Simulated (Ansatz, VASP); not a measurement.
Co in VASP and in Ansatz

```
Co
1.0
     3.83283    0.00000    0.00000
    -1.91642    3.31933    0.00000
     0.00000    0.00000    2.35047
Co
3
Cartesian
  0.0000 0.0000 0.0000
  0.0000 2.2129 1.1752
  1.9164 1.1064 1.1752
```

Alike in both runs: task single point; functional RPBE; k mesh 12 × 12 × 17; occupations fermi-dirac, width 0.1 eV; no spin polarisation.

|  | VASP | Ansatz |
| --- | --- | --- |
| version | VASP 6.6.1 | Ansatz 0.2.0 |
| potentials or method | VASP PAW PBE potentials, release 64 (Co), cutoff 520 eV | plane waves (420 eV) with PAW, scalar-relativistic |
| valence electrons in the cell | 27 | 51 |

VASP gave:

| Quantity | Value |
| --- | --- |
| pressure (GPa) | 21.3 |
| traceless stress, the component that is largest in VASP (GPa) | -0.75 |

**Question.** Estimate Ansatz's values.

**Answer.** Pressure (GPa): 22.4; traceless stress, the component that is largest in VASP (GPa): -0.70.

VASP's potentials were made for PBE, not for RPBE. The functional is the same, so the differences come from potentials, cutoffs and numerics. VASP's potentials hold 27 valence electrons a cell and Ansatz's 51, so a difference there can come from the potentials and not from the codes.
